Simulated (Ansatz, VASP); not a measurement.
# KCl: VASP beside Ansatz

Contents of INCAR:

```
SYSTEM = KCl
ALGO = Normal ; EDIFF = 1E-6
ENCUT = 520 ; GGA = PS
ISIF = 2 ; ISMEAR = 0
LASPH = .True. ; LCHARG = .True.
LELF = .True. ; LREAL = .False.
LVHAR = .True. ; LWAVE = .False.
NBANDS = 15 ; NELM = 80
PREC = Accurate ; SIGMA = 0.05
```

KPOINTS

```
k-points
0
Gamma
  6 6 6
  0 0 0
```

POSCAR

```
KCl
1.0
    0.0000000000      3.0298560000      3.4085880000
    3.0298560000      0.0000000000      3.4085880000
    3.0298560000      3.0298560000      0.0000000000
K Cl
1 1
Direct
    0.0000000000      0.0000000000      0.0000000000
    0.5000000000      0.5000000000      0.5000000000
```

Input for Ansatz:

```yaml
crystal:
  lattice:
    - [0.0, 3.029856, 3.408588]
    - [3.029856, 0.0, 3.408588]
    - [3.029856, 3.029856, 0.0]
  atoms:
    - { symbol: K, position: [0.0, 0.0, 0.0] }
    - { symbol: Cl, position: [0.5, 0.5, 0.5] }
basis:
  ecutwfc: 420
kpoints:
  mp_grid: { grid: [6, 6, 6] }
hamiltonian:
  xc: pbesol
scf:
  occupations: { method: gaussian, width: 0.05 }
output:
  forces: true
  stress: true
  eigenvalues: true
```

Change from the starting cell: strain -0.040 along x and y, +0.080 along z, atoms carried along.

Alike in both runs: task single point; functional PBEsol; k mesh 6 × 6 × 6; occupations gaussian, width 0.05 eV; no spin polarisation.

```csv
,VASP,Ansatz
version,VASP 6.6.1,Ansatz 0.2.0
potentials or method,"VASP PAW PBE potentials, release 64 (K_sv, Cl), cutoff 520 eV","scalar-relativistic, plane waves, PAW"
valence electrons in the cell,16,16
```

Ansatz gave:

```
gap on the k mesh at the Fermi level (eV)                     : 4.95
least direct gap on the mesh (eV)                             : 4.95
pressure (GPa)                                                : 0.2
traceless stress, the component that is largest in VASP (GPa) : -2.02
```

**Question.** Estimate VASP's values.

**Answer.** gap on the k mesh at the Fermi level (eV): 4.95; least direct gap on the mesh (eV): 4.95; pressure (GPa): 0.2; traceless stress, the component that is largest in VASP (GPa): -2.08.

VASP's potentials were made for PBE, not for PBEsol.
